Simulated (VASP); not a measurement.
# CdS (P3m1) in VASP: notebook

The runs below take CdS through single point, with PBEsol.

Everything below comes from runs of VASP 6.6.1. Logs are shortened: lines on timing, memory, paths and dates and some standing lists are left out, and cuts for length are marked.

## 1. The cell of the first run

It takes space group P3m1 (No. 156, trigonal). Conventional cell: a = 4.144 Å, b = 4.144 Å, c = 5.645 Å, α = 90.00°, β = 90.00°, γ = 120.00°. Within 3.2 Å of Cd (site symmetry 3m) lie 3 S at 2.39 Å. S (site symmetry 3m) has 3 Cd at 2.39 Å within 3.2 Å.

## 2. Single point, PBEsol

INCAR reads:

```
PREC = Accurate ; ENCUT = 520
EDIFF = 1E-7 ; ISMEAR = 0
SIGMA = 0.01 ; LREAL = F
LASPH = T ; NELM = 80
ALGO = Normal ; ISIF = 2
LWAVE = F ; LCHARG = F
GGA = PS ; NBANDS = 16
```

KPOINTS reads:

```
regular mesh
0
Gamma
  6 6 4
```

POSCAR reads:

```
CdS
1.0
    4.1443663286      0.0000000000      0.0000000000
   -2.0721831643      3.5891260662      0.0000000000
    0.0000000000      0.0000000000      5.6450738052
Cd S
1 1
Direct
    0.0000000000      0.0000000000      0.4426920000
    0.6666666667      0.3333333333      0.4343080000
```

Potentials or basis: VASP PAW PBE potentials, release 64 (Cd, S).

On the command line:

```console
$ cat potpaw_PBE.64/Cd/POTCAR potpaw_PBE.64/S/POTCAR > POTCAR
$ mpirun -np 1 vasp_std > vasp.out
```

OUTCAR:

```text
PREC = Accurate
   ENCUT = 520
   EDIFF = 1E-7
   ISMEAR = 0
   LREAL = F
   LASPH = T
   NELM = 80
   ISIF = 2
   GGA = PS

 ion  position               nearest neighbor table
   1  0.000  0.000  0.443-   2 2.39   2 2.39   2 2.39
   2  0.667  0.333  0.434-   1 2.39   1 2.39   1 2.39

  LATTYP: Found a hexagonal cell.
 ALAT       =     4.1443663286
 C/A-ratio  =     1.3621078248

  Lattice vectors:

 A1 = (   4.1443663286,   0.0000000000,   0.0000000000)
 A2 = (  -2.0721831643,   3.5891260662,   0.0000000000)
 A3 = (   0.0000000000,   0.0000000000,   5.6450738052)

Analysis of symmetry for initial positions (statically):
=====================================================================
 Subroutine PRICEL returns:
 Original cell was already a primitive cell.

 Routine SETGRP: Setting up the symmetry group for a
 hexagonal supercell.

 Subroutine GETGRP returns: Found  6 space group operations
 (whereof  6 operations were pure point group operations)
 out of a pool of 24 trial point group operations.

The static configuration has the point symmetry C_3v.

Analysis of symmetry for dynamics (positions and initial velocities):
=====================================================================
 Subroutine PRICEL returns:
 Original cell was already a primitive cell.

 Routine SETGRP: Setting up the symmetry group for a
 hexagonal supercell.

 Subroutine GETGRP returns: Found  6 space group operations
 (whereof  6 operations were pure point group operations)
 out of a pool of 24 trial point group operations.

The dynamic configuration has the point symmetry C_3v.

 Subroutine INISYM returns: Found  6 space group operations
 (whereof  6 operations are pure point group operations),
 and found     1 'primitive' translations

----------------------------------------------------------------------------------------

                                     Primitive cell

  volume of cell :      83.9685

  direct lattice vectors                    reciprocal lattice vectors
     4.144366329  0.000000000  0.000000000     0.241291411  0.139309679  0.000000000
    -2.072183164  3.589126066  0.000000000     0.000000000  0.278619358  0.000000000
     0.000000000  0.000000000  5.645073805     0.000000000  0.000000000  0.177145602

  length of vectors
     4.144366329  4.144365933  5.645073805     0.278619331  0.278619358  0.177145602
[... 77 lines left out ...]
   LASPH  =      T    aspherical Exc in radial PAW
   ENCUT  =  520.0 eV  38.22 Ry    6.18 a.u.   7.71  7.71 10.50*2*pi/ulx,y,z
   NELM   =     80;   NELMIN=  2; NELMDL= -5     # of ELM steps
   EDIFF  = 0.1E-06   stopping-criterion for ELM
   LREAL  =      F    real-space projection
   EDIFFG = 0.1E-05   stopping-criterion for IOM
   NSW    =      0    number of steps for IOM
   IBRION =     -1    ionic relax: 0-MD 1-quasi-New 2-CG
   NFREE  =      0    steps in history (QN), initial steepest desc. (CG)
   ISIF   =      2    stress and relaxation
   ISYM   =      2    0-nonsym 1-usesym 2-fastsym
   POTIM  = 0.5000    time-step for ionic-motion
   TEBEG  =    0.0;   TEEND  =   0.0 temperature during run
   PSTRESS=    0.0 pullay stress
   NELECT =      18.0000    total number of electrons
   NUPDOWN=      -1.0000    fix difference up-down
   EMIN   =  10.00;   EMAX   =-10.00  energy-range for DOS
   EFERMI =   0.00;   METHOD = LEGACY
   ISMEAR =     0;   SIGMA  =   0.01  broadening in eV -4-tet -1-fermi 0-gaus
   EFERMI_NEDOS =   21; number of points for ismear=-14 and -15
   IALGO  =     38    algorithm
   IMIX   =      4    mixing-type and parameters
     AMIX     =   0.40;   BMIX     =  1.00
     AMIX_MAG =   1.60;   BMIX_MAG =  1.00
  volume/ion in A,a.u.               =      41.98       283.32
  Fermi-wavevector in a.u.,A,eV,Ry     =   0.979776  1.851508 13.061065  0.959961
  Thomas-Fermi vector in A             =   2.110655
   LORBIT       =      0    0 simple, 1 ext, 2 COOP (PROOUT), +10 PAW based schemes
   GGA     = PS    functional components
   LHFCALC =     F    Hartree Fock is set to
   AEXX    =    0.0000 exact exchange contribution
   IVDW    =     0    specifies the selected vdW correction
   LEPSILON=     F    determine dielectric tensor
   LRPA    =     F    only Hartree local field effects (RPA)
 non-spin polarized calculation
 Gauss-broadening in eV      SIGMA  =   0.01
  energy-cutoff  :      520.00
  volume of cell :       83.97
 maximum number of plane-waves:      2288
 NGX is ok and might be reduce to    32
   NGX = 15   NGY = 15   NGZ = 21

 number of electron      18.0000002 magnetization

 Free energy of the ion-electron system (eV)
  ---------------------------------------------------
  ext. energy  EPLUGINS =         0.00000000
  ---------------------------------------------------
  free energy    TOTEN  =        -6.17471286 eV

  energy without entropy =       -6.17471286  energy(sigma->0) =       -6.17471286

 E-fermi :  -1.6021     XC(G=0):  -6.4791

 val. band max:       -1.7122992105   @ k =   0.0000   0.0000   0.5000
 cond. band min:      -0.1542396567   @ k =   0.0000   0.0000   0.0000
 fundamental gap:      1.5580595538
 Fermi energy:        -1.6020912186

 k-point     1 :       0.0000    0.0000    0.0000
  band No.  band energies     occupation
      1     -13.7947      2.00000
      2      -9.6871      2.00000
      3      -9.6871      2.00000
      4      -9.0023      2.00000
      5      -9.0023      2.00000
      6      -8.7458      2.00000
[... 433 lines left out ...]
      3      -9.2783      2.00000
      4      -9.1395      2.00000
      5      -9.0573      2.00000
      6      -8.3477      2.00000
[... 8 lines left out ...]
     15       7.8662      0.00000
     16       9.1697      0.00000

------------------------ aborting loop because EDIFF is reached ----------------------------------------

  FORCE on cell =-STRESS in cart. coord.  units (eV):
  Direction    XX          YY          ZZ          XY          YZ          ZX
  --------------------------------------------------------------------------------------
  -------------------------------------------------------------------------------------
  Total        1.0288840      1.0288837     -0.0058828      0.0000000     -0.0000000      0.0000000
  in kB       19.6318174     19.6318124     -0.1122486      0.0000000     -0.0000000      0.0000000
  external PRESSURE =      13.0504604 kB  Pullay stress =       0.0000000 kB

 VOLUME and BASIS-vectors are now :
 -----------------------------------------------------------------------------
  energy-cutoff  :      520.00
  volume of cell :       83.97
      direct lattice vectors                 reciprocal lattice vectors
     4.144366329  0.000000000  0.000000000     0.241291411  0.139309679  0.000000000
    -2.072183164  3.589126066  0.000000000     0.000000000  0.278619358  0.000000000
     0.000000000  0.000000000  5.645073805     0.000000000  0.000000000  0.177145602

 POSITION                                       TOTAL-FORCE (eV/Angst)
 -----------------------------------------------------------------------------------
      0.00000      0.00000      2.49903         0.000000     -0.000000      0.009347
      2.07218      1.19638      2.45170        -0.000000      0.000000     -0.009347
 -----------------------------------------------------------------------------------
    total drift:                                0.000001      0.000005      0.000864

  FREE ENERGIE OF THE ION-ELECTRON SYSTEM (eV)
  ---------------------------------------------------
  free  energy   TOTEN  =        -6.1747128603 eV

  energy  without entropy=       -6.1747128603  energy(sigma->0) =       -6.17471286
```

OSZICAR:

```text
N       E                     dE             d eps       ncg     rms          rms(c)
DAV:   1     0.108150244883E+03    0.10815E+03   -0.80308E+03   776   0.938E+02
DAV:   2    -0.143109409013E+01   -0.10958E+03   -0.10429E+03   944   0.237E+02
DAV:   3    -0.683934688443E+01   -0.54083E+01   -0.53905E+01   912   0.536E+01
DAV:   4    -0.689035932739E+01   -0.51012E-01   -0.51005E-01  1000   0.509E+00
DAV:   5    -0.689139035864E+01   -0.10310E-02   -0.10310E-02   960   0.681E-01    0.860E+00
DAV:   6    -0.620982345888E+01    0.68157E+00   -0.12304E+00  1160   0.138E+01    0.658E+00
DAV:   7    -0.617546800526E+01    0.34355E-01   -0.30391E-01   928   0.369E+00    0.289E+00
DAV:   8    -0.617393825589E+01    0.15297E-02   -0.35949E-02   920   0.233E+00    0.325E-01
DAV:   9    -0.617386859722E+01    0.69659E-04   -0.40735E-03   888   0.890E-01    0.109E-01
DAV:  10    -0.617434086360E+01   -0.47227E-03   -0.43955E-04   832   0.161E-01    0.954E-02
DAV:  11    -0.617472385548E+01   -0.38299E-03   -0.54712E-04   800   0.178E-01    0.609E-02
DAV:  12    -0.617470616733E+01    0.17688E-04   -0.55667E-05   928   0.969E-02    0.176E-02
DAV:  13    -0.617471102908E+01   -0.48617E-05   -0.99819E-06   864   0.195E-02    0.987E-03
DAV:  14    -0.617471283392E+01   -0.18048E-05   -0.17087E-06   896   0.102E-02    0.494E-03
DAV:  15    -0.617471286027E+01   -0.26349E-07   -0.60533E-08   816   0.278E-03
   1 F= -.61747129E+01 E0= -.61747129E+01  d E =-.140633E-56
```

Wall time 20 s (1 thread of Intel Xeon 6975P-C, shared host); peak memory 0.2 GiB.

What came out:

```yaml
Free_energy: -6.1747 eV
Pressure: 1.3 GPa
Largest_force: 0.009 eV/Å
Band_gap_on_the_k_mesh: 1.56 eV, indirect (least direct gap 1.56 eV)
```

Forces in eV/Å, atoms in the order of the input:
```
Cd   0.000  0.000  0.009
S    0.000  0.000 -0.009
```

Levels at points of the mesh, in eV from the valence-band top:
| k point | band 5 | band 6 | band 7 | band 8 | band 9 | band 10 | band 11 | band 12 | band 13 | band 14 |
| --- | --- | --- | --- | --- | --- | --- | --- | --- | --- | --- |
| (0.00, 0.00, 0.00) | -7.29 | -7.03 | -1.42 | -0.01 | -0.01 | 1.56 | 5.57 | 6.88 | 6.88 | 7.16 |
| (0.50, 0.00, 0.00) | -7.31 | -6.87 | -4.00 | -1.55 | -0.36 | 3.74 | 5.01 | 6.88 | 7.40 | 10.27 |
| (0.00, 0.00, 0.50) | -7.29 | -7.02 | -1.66 | 0.00 | 0.00 | 1.90 | 5.08 | 6.93 | 6.93 | 9.32 |
| (0.50, 0.00, 0.50) | -7.31 | -6.87 | -3.96 | -1.54 | -0.49 | 3.91 | 4.08 | 7.84 | 8.28 | 10.08 |

Caveat: the PAW data sets were made with another functional, which shifts forces and pressure a little.

## 3. Single point, PBEsol

This run uses another cell than the first one, of 43.81 Å³/atom, 1.043 times its volume.

INCAR reads:

```
SYSTEM = CdS
PREC = Accurate
ENCUT = 520
EDIFF = 1E-6
ISMEAR = 0
SIGMA = 0.01
LREAL = .False.
LASPH = .True.
NELM = 100
ALGO = Normal
ISIF = 2
LWAVE = .False.
LCHARG = .False.
GGA = PS
NBANDS = 16
```

KPOINTS reads:

```
Automatic mesh
0
Gamma
  6 6 4
  0 0 0
```

POSCAR reads:

```
CdS
1.0
    4.2035795619      0.0000000000      0.0000000000
   -2.1017897810      3.6404062239      0.0000000000
    0.0000000000      0.0000000000      5.7257286136
Cd S
1 1
Direct
    0.0000000000      0.0000000000      0.4426920000
    0.6666666667      0.3333333333      0.4343080000
```

Potentials or basis: VASP PAW PBE potentials, release 64 (Cd, S).

On the command line:

```console
$ cat potpaw_PBE.64/Cd/POTCAR potpaw_PBE.64/S/POTCAR > POTCAR
$ mpirun -np 1 vasp_std > vasp.out
```

Run time: 27 s. Hardware: 1 thread of Intel Xeon 6975P-C, shared host; peak memory 0.22 GiB.

Results (log left out):

```yaml
Free_energy: -6.1876 eV
Pressure: -0.1 GPa
Largest_force: 0.004 eV/Å
Band_gap_on_the_k_mesh: 1.49 eV, indirect (the least direct gap lies 4.7 meV higher)
```

Forces on the atoms (eV/Å):
```
Cd   0.000  0.000 -0.004
S    0.000  0.000  0.004
```

Stress tensor (GPa, compression positive):
```
-0.21  0.00  0.00
 0.00 -0.21  0.00
 0.00  0.00 -0.01
```

Levels at points of the mesh, in eV from the valence-band top:
| k point | band 6 | band 7 | band 8 | band 9 | band 10 | band 11 | band 12 | band 13 |
| --- | --- | --- | --- | --- | --- | --- | --- | --- |
| (0.00, 0.00, 0.00) | -6.96 | -1.22 | 0.00 | 0.00 | 1.49 | 5.63 | 6.87 | 6.87 |
| (0.50, 0.00, 0.00) | -6.80 | -3.80 | -1.43 | -0.25 | 3.69 | 5.07 | 6.86 | 7.46 |
| (0.00, 0.00, 0.50) | -6.95 | -1.45 | 0.00 | 0.00 | 1.79 | 5.12 | 6.92 | 6.92 |
| (0.50, 0.00, 0.50) | -6.79 | -3.77 | -1.42 | -0.37 | 3.85 | 4.18 | 7.85 | 8.12 |

Caveat: the PAW data sets were made with another functional, which shifts forces and pressure a little. A k mesh can miss the band edges.

## 4. Single point, PBEsol

This run uses another cell than the first one, of 47.46 Å³/atom, 1.130 times its volume.

INCAR reads:

```
ALGO     = Normal         # electronic algorithm
EDIFF    = 1E-6           # SCF threshold, eV
ENCUT    = 520            # plane-wave cutoff, eV
GGA      = PS             # functional
ISIF     = 2              # what is computed and relaxed
ISMEAR   = 0              # smearing method
LASPH    = T              # aspherical terms in the spheres
LCHARG   = T              # write CHGCAR
LELF     = T              # ELF
LREAL    = F              # projectors in reciprocal space
LVHAR    = T            
LWAVE    = F              # write WAVECAR
NBANDS   = 16             # bands
NELM     = 60             # most SCF steps
PREC     = Accurate       # precision mode
SIGMA    = 0.01           # smearing width, eV
```

KPOINTS reads:

```
k-points
0
Gamma
  6 6 4
```

POSCAR reads:

```
CdS
1.0
    4.3172444568      0.0000000000      0.0000000000
   -2.1586222284      3.7388428979      0.0000000000
    0.0000000000      0.0000000000      5.8805524563
Cd S
1 1
Direct
    0.0000000000      0.0000000000      0.4426920000
    0.6666666667      0.3333333333      0.4343080000
```

On the command line:

```console
$ cat potpaw_PBE.64/Cd/POTCAR potpaw_PBE.64/S/POTCAR > POTCAR
$ mpirun -np 1 vasp_std > vasp.out
```

It used 21 s of CPU time on 1 thread of Intel Xeon 6975P-C (shared host).

Results (log left out):

| Item | Value |
| --- | --- |
| Free energy | -6.1311 eV |
| Pressure | -2.2 GPa |
| Largest force | 0.022 eV/Å |
| Band gap on the k mesh | 1.28 eV, indirect (least direct gap 1.35 eV) |

Forces on the atoms (eV/Å):
```
Cd   0.000  0.000 -0.022
S    0.000  0.000  0.022
```

Stress tensor (GPa, compression positive):
```
-3.30  0.00  0.00
 0.00 -3.30  0.00
 0.00  0.00 -0.01
```

Levels at points of the mesh, in eV from the valence-band top:
| k point | band 6 | band 7 | band 8 | band 9 | band 10 | band 11 | band 12 | band 13 |
| --- | --- | --- | --- | --- | --- | --- | --- | --- |
| (0.00, 0.00, 0.00) | -6.93 | -0.96 | -0.06 | -0.06 | 1.28 | 5.66 | 6.77 | 6.77 |
| (0.50, 0.00, 0.00) | -6.76 | -3.52 | -1.28 | -0.12 | 3.52 | 5.09 | 6.73 | 7.49 |
| (0.00, 0.00, 0.50) | -6.92 | -1.15 | -0.06 | -0.06 | 1.51 | 5.09 | 6.82 | 6.82 |
| (0.50, 0.00, 0.50) | -6.75 | -3.50 | -1.27 | -0.21 | 3.65 | 4.29 | 7.73 | 7.81 |

Caveat: the PAW data sets were made with another functional, which shifts forces and pressure a little. As with any semilocal functional, this PBEsol gap is likely too small.

## 5. Single point, PBEsol

This run uses another cell than the first one, of 49.29 Å³/atom, 1.174 times its volume.

INCAR reads:

```
SYSTEM = CdS
ALGO     = Normal         ! electronic algorithm
EDIFF    = 1E-6           ! SCF threshold, eV
ENCUT    = 520            ! plane-wave cutoff, eV
GGA      = PS             ! functional
ISIF     = 2              ! what is computed and relaxed
ISMEAR   = 0              ! smearing method
LASPH    = .TRUE.         ! aspherical terms in the spheres
LCHARG   = .FALSE.        ! write CHGCAR
LREAL    = .FALSE.        ! projectors in reciprocal space
LWAVE    = .FALSE.        ! write WAVECAR
NBANDS   = 16             ! bands
NELM     = 100            ! most SCF steps
PREC     = Accurate       ! precision mode
SIGMA    = 0.01           ! smearing width, eV
```

KPOINTS reads:

```
k-points
0
G
  6 6 4
  0 0 0
```

POSCAR reads:

```
CdS
1.0
    4.3718989228      0.0000000000      0.0000000000
   -2.1859494614      3.7861750479      0.0000000000
    0.0000000000      0.0000000000      5.9549977322
Cd S
1 1
Direct
    0.0000000000      0.0000000000      0.4426920000
    0.6666666667      0.3333333333      0.4343080000
```

On the command line:

```console
$ cat potpaw_PBE.64/Cd/POTCAR potpaw_PBE.64/S/POTCAR > POTCAR
$ mpirun -np 1 vasp_std > vasp.out
```

It used 28 s of CPU time on 1 thread of Intel Xeon 6975P-C, with other jobs on the host.

Results (log left out):

```yaml
Free_energy: -6.0726 eV
Pressure: -2.9 GPa
Largest_force: 0.029 eV/Å
Band_gap_on_the_k_mesh: 1.13 eV, indirect (least direct gap 1.27 eV)
```

Forces on the atoms (eV/Å):
```
Cd   0.000  0.000 -0.029
S    0.000  0.000  0.029
```

Stress tensor (GPa, compression positive):
```
-4.38  0.00  0.00
 0.00 -4.38  0.00
 0.00  0.00  0.00
```

Levels at points of the mesh, in eV from the valence-band top:
```tsv
k point	band 7	band 8	band 9	band 10	band 11	band 12
(0.00, 0.00, 0.00)	-0.89	-0.13	-0.13	1.13	5.63	6.67
(0.50, 0.00, 0.00)	-3.45	-1.26	-0.11	3.38	5.05	6.62
(0.00, 0.00, 0.50)	-1.07	-0.13	-0.13	1.33	5.03	6.72
(0.50, 0.00, 0.50)	-3.42	-1.25	-0.20	3.51	4.28	7.51
```

Caveat: the PAW data sets were made with another functional, which shifts forces and pressure a little.

## 6. Overview

| cell | gap on the mesh (eV) | pressure (GPa) | largest force (eV/Å) |
| --- | --- | --- | --- |
| a = 4.144, b = 4.144, c = 5.645 Å, angles 90.0, 90.0, 120.0°, 2 atoms | 1.56 | 1.3 | 0.01 |
| a = 4.204, b = 4.204, c = 5.726 Å, angles 90.0, 90.0, 120.0°, 2 atoms | 1.49 | -0.1 | - |
| a = 4.317, b = 4.317, c = 5.881 Å, angles 90.0, 90.0, 120.0°, 2 atoms | 1.28 | -2.2 | 0.02 |
| a = 4.372, b = 4.372, c = 5.955 Å, angles 90.0, 90.0, 120.0°, 2 atoms | 1.13 | -2.9 | 0.03 |

Alike in all rows: task single point; level PBEsol; potentials or basis VASP PAW PBE potentials, release 64 (Cd, S); no spin polarisation; k mesh 6 × 6 × 4; cutoff (eV) 520; smearing gaussian 0.01 eV.

Caveats: the PAW data sets were made with another functional, which shifts forces and pressure a little.

Total energies depend on the potentials used, so only differences within one code and one set of settings carry meaning.
